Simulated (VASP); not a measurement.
Wanted: the native input for a VASP 6.6.1 run.

```
Task                   : single point
Functional             : r2SCAN
Potentials or basis    : VASP PAW PBE potentials, release 64 (Zn, O)
Cutoff                 : 520 eV
k mesh                 : 12 × 12 × 6
Occupations            : gaussian, width 0.02 eV
Spin                   : no spin polarisation
Dipole correction      : no
Further INCAR settings : ALGO = Normal; EDIFF = 1e-06; NBANDS = 26
```

ZnO:

```
CELL_PARAMETERS angstrom
3.20383 0.00000 0.00000
-1.60191 2.77459 0.00000
0.00000 0.00000 4.04385
ATOMIC_POSITIONS crystal
Zn 0.66667 0.33333 0.44015
Zn 0.33333 0.66667 0.94015
O 0.66667 0.33333 0.94016
O 0.33333 0.66667 0.44016
```

One way to write it, as run:

POSCAR

```
ZnO
1.0
    3.2038254725      0.0000000000      0.0000000000
   -1.6019127362      2.7745942485      0.0000000000
    0.0000000000      0.0000000000      4.0438532634
Zn O
2 2
Direct
    0.6666666667      0.3333333333      0.4401542595
    0.3333333333      0.6666666667     -0.0598457405
    0.6666666667      0.3333333333      0.9401557405
    0.3333333333      0.6666666667      0.4401557405
```

INCAR.step1

```
PREC = Accurate
ENCUT = 520
ISMEAR = 0
SIGMA = 0.02
LREAL = F
LASPH = T
NELM = 60
NBANDS = 26
GGA = PE
ALGO = Normal
EDIFF = 1E-4
LWAVE = T
LCHARG = F
```

INCAR.step2

```
PREC = Accurate
ENCUT = 520
EDIFF = 1E-6
ISMEAR = 0
SIGMA = 0.02
LREAL = F
LASPH = T
NELM = 60
ALGO = Normal
ISIF = 2
LWAVE = F
LCHARG = F
METAGGA = R2SCAN
LMIXTAU = T
NBANDS = 26
ISTART = 1
```

KPOINTS

```
regular mesh
0
Gamma
  12 12 6
```

Potentials or basis: VASP PAW PBE potentials, release 64 (Zn, O).

The run is started by

```console
$ cat potpaw_PBE.64/Zn/POTCAR potpaw_PBE.64/O/POTCAR > POTCAR
$ cp INCAR.step1 INCAR
$ mpirun -np 1 vasp_std > vasp.out
$ cp INCAR.step2 INCAR
$ mpirun -np 1 vasp_std > vasp.out
```

It gave:

* Pressure: 63.5 GPa
* Band gap on the k mesh: 1.92 eV (least direct gap 2.10 eV)

Caveat: the cell stands under pressure; the PAW data sets were made with another functional, which shifts forces and pressure a little.

Wall time 2.5 min on 1 thread of Intel(R) Xeon(R) Platinum 8488C (Sapphire Rapids), on a shared host, peak memory 0.19 GiB.
